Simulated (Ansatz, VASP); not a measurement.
TaSi2: VASP beside Ansatz

```xyz
9
Lattice="4.7839 0.0000 0.0000 -2.3920 4.1430 0.0000 0.0000 0.0000 6.5700" Properties=species:S:1:pos:R:3 pbc="T T T"
Ta    2.3920    0.0000    0.0000
Ta    1.1960    2.0715    4.3800
Ta   -1.1960    2.0715    2.1900
Si    0.0000    1.3195    0.0000
Si    3.6412    0.6597    4.3800
Si    1.2492    3.4832    2.1900
Si    2.3920    2.8235    0.0000
Si   -1.2492    3.4832    4.3800
Si    1.1427    0.6597    2.1900
```

Alike in both runs: functional PBE; k mesh 7 × 7 × 4; occupations fermi-dirac, width 0.05 eV; no spin polarisation.

Ansatz relaxed the structure, and its values are those at the end. VASP's run is a single point on that final structure, the one shown.

|  | VASP | Ansatz |
| --- | --- | --- |
| version | VASP 6.6.1 | Ansatz 0.2.0 |
| potentials or method | VASP PAW PBE potentials, release 64 (Ta_pv, Si) | plane-wave PAW, scalar-relativistic |
| plane-wave cutoff (eV) | 520 | 420 |
| valence electrons in the cell | 57 | 63 |

|  | VASP | Ansatz | Ansatz less VASP |
| --- | --- | --- | --- |
| pressure (GPa) | 2.6 | 2.5 | -0.10 |
| rms of the force components (eV/Å) | 0.003 | 0.001 | -0.0021 |

VASP's potentials hold 57 valence electrons a cell and Ansatz's 63, so a difference there can come from the potentials and not from the codes. Ansatz's warnings: stress scf threshold loose.

Neither program's run includes spin-orbit coupling.
